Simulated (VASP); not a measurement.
Input of a VASP 6.6.1 run:

POSCAR

```
Si
1.0
    0.0000000000      2.7490491902      2.7490491902
    2.7490491902      0.0000000000      2.7490491902
    2.7490491902      2.7490491902      0.0000000000
Si
2
Direct
    0.7500000000      0.7500000000      0.7500000000
    0.5000000000      0.5000000000      0.5000000000
```

INCAR.step1

```
SYSTEM = Si
PREC = Accurate
ENCUT = 520
ISMEAR = 0
SIGMA = 0.02
LREAL = .False.
LASPH = .True.
NELM = 60
NBANDS = 11
GGA = PE
ALGO = Normal
EDIFF = 1E-4
LWAVE = .True.
LCHARG = .False.
```

File INCAR.step2:

```
SYSTEM = Si
PREC = Accurate
ENCUT = 520
EDIFF = 1E-6
ISMEAR = 0
SIGMA = 0.02
LREAL = .False.
LASPH = .True.
NELM = 60
ALGO = Normal
ISIF = 2
LWAVE = .False.
LCHARG = .False.
METAGGA = R2SCAN
LMIXTAU = .True.
NBANDS = 11
ISTART = 1
```

File KPOINTS:

```
regular mesh
0
Gamma
  10 10 10
  0 0 0
```

Potentials or basis: VASP PAW PBE potentials, release 64 (Si).

Command:

```console
$ cat potpaw_PBE.64/Si/POTCAR > POTCAR
$ cp INCAR.step1 INCAR
$ mpirun -np 1 vasp_std > vasp.out
$ cp INCAR.step2 INCAR
$ mpirun -np 1 vasp_std > vasp.out
```

(1) Predict the band gap on the k mesh.

(2) What does it give for the pressure?

Answers

(1) 0.84 eV, indirect (least direct gap 2.74 eV).

(2) -2.9 GPa.

Caveat: the PAW data sets were made with another functional, which shifts forces and pressure a little.
